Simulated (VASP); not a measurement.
# Zr4N5 (a cell with a defect): single point with PBE

Crystal: Zr4N5 (a cell with a defect).

```
Zr N
1.0
     0.00000   -4.59460    0.00000
     0.00000    0.00000   -4.59460
     4.59460    0.00000    0.00000
Zr N
4 5
Cartesian
  2.3099 -0.0126 -0.0126
  -0.0126 -2.2847 -0.0126
  -0.0126 -0.0126 -2.2847
  2.3099 -2.2847 -2.2847
  -0.1443 -4.7389 -4.7389
  2.4416 -2.1530 -4.7389
  2.4416 -4.7389 -2.1530
  -0.1443 -2.1530 -2.1530
  1.1486 -3.4459 -3.4459
```

```json
{
  "Program": "VASP 6.6.1",
  "Task": "single point",
  "Functional": "PBE",
  "Potentials or basis": "VASP PAW PBE potentials, release 64 (Zr_sv, N)",
  "Cutoff": "520 eV",
  "k mesh": "6 × 6 × 6, shifted",
  "Occupations": "gaussian, width 0.1 eV",
  "Spin": "no spin polarisation",
  "Dipole correction": "no",
  "Further INCAR settings": "ALGO = Normal; EDIFF = 1e-07; NBANDS = 46"
}
```

* Pressure: 32.3 GPa
* Largest force: 0.035 eV/Å

Forces on the atoms (eV/Å):
```
Zr   0.020 -0.020 -0.020
Zr  -0.020  0.020 -0.020
Zr  -0.020 -0.020  0.020
Zr   0.020  0.020  0.020
N    0.013  0.013  0.013
N   -0.013 -0.013  0.013
N   -0.013  0.013 -0.013
N    0.013 -0.013 -0.013
N    0.000  0.000  0.000
```

Levels at points of the mesh, in eV from the Fermi level:
| k point | band 33 | band 34 | band 35 | band 36 | band 37 | band 38 | band 39 | band 40 |
| --- | --- | --- | --- | --- | --- | --- | --- | --- |
| (0.08, 0.08, 0.08) | -2.55 | -1.70 | -1.70 | -1.55 | -1.55 | -1.35 | 2.37 | 2.75 |

It took 43 s on 1 thread of AMD EPYC 7R13 Processor (Zen 3) (shared host), peak memory 0.18 GiB.
